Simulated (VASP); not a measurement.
## WSe2: single point with PBE+D3(BJ)

System: WSe2, a slab with vacuum.

```xyz
3
Lattice="3.3179 0.0000 0.0000 -1.6590 2.7872 0.0000 0.0000 0.0000 16.6581" Properties=species:S:1:pos:R:3 pbc="T T T"
W     0.0000    0.0000    0.0000
Se    0.0000    1.8581    1.6623
Se    0.0000    1.8581   14.9959
```

This cell differs from its parent crystal: strain -0.0300 x Voigt [0, 1, 0, 0, 0, 0].

```json
{
 "Program": "VASP 6.6.1",
 "Task": "single point",
 "Functional": "PBE",
 "Dispersion": "D3(BJ)",
 "Potentials or basis": "VASP PAW PBE potentials, release 64 (W_sv, Se)",
 "Cutoff": "520 eV",
 "k mesh": "9 × 9 × 2",
 "Occupations": "gaussian, width 0.05 eV",
 "Spin": "no spin polarisation"
}
```

```yaml
Largest_force: 0.596 eV/Å
Band_gap_on_the_k_mesh: 1.68 eV
Dispersion_energy_per_atom: -0.344 eV
```

Forces on the atoms (eV/Å):
```
W    0.000 -0.273  0.000
Se   0.000  0.137  0.580
Se   0.000  0.137 -0.580
```

Levels at points of the mesh, in eV from the valence-band top:
```tsv
k point	band 11	band 12	band 13	band 14	band 15	band 16
(0.00, 0.00, 0.00)	-1.28	-1.15	-0.39	2.93	3.15	3.22
(0.00, 0.00, 0.50)	-1.28	-1.15	-0.39	2.93	3.15	3.22
```

It took 94 s on 1 thread of Intel(R) Xeon(R) 6975P-C (Granite Rapids) (shared host), peak memory 0.37 GiB.

Caveat: the cell differs from its parent crystal (strain -0.0300 x Voigt [0, 1, 0, 0, 0, 0]); spin-orbit coupling is left out, which moves the levels of the heavy elements.
